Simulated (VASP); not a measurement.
Crystal: TeW.

```
W Te
1.0
     0.00000    2.83202    2.83202
     2.83202    0.00000    2.83202
     2.83202    2.83202    0.00000
W Te
1 1
Direct
  0.00000 0.00000 0.00000
  0.50000 0.50000 0.50000
```

```yaml
Program: VASP 6.6.1
Task: relaxation of cell and atoms
Functional: PBE
Potentials_or_basis: VASP PAW PBE potentials, release 64 (W_sv, Te)
Cutoff: 600 eV
k_mesh: 14 × 14 × 14
Occupations: gaussian, width 0.1 eV
Spin: no spin polarisation
```

At the start: pressure -4.1 GPa; volume 22.71 Å³/atom.

Question: Where does the relaxation end?

Answer: Over 3 steps the energy falls by 10.7 meV/atom and the volume is 21.91 Å³/atom (-3.5 %); space group Fm-3m (No. 225, to 0.05 Å).

Step by step:
| step | energy change (eV) | largest force (eV/Å) | pressure (GPa) | volume (Å³) |
| --- | --- | --- | --- | --- |
| 1 | 0.0000 | 0.0000 | -4.09 | 45.43 |
| 2 | 0.0197 | 0.0000 | 6.64 | 41.72 |
| 3 | -0.0215 | 0.0000 | -0.05 | 43.82 |

Final structure:
```
W Te
1.0
     0.00000    2.79816    2.79816
     2.79816    0.00000    2.79816
     2.79816    2.79816    0.00000
W Te
1 1
Direct
  0.00000 0.00000 0.00000
  0.50000 0.50000 0.50000
```
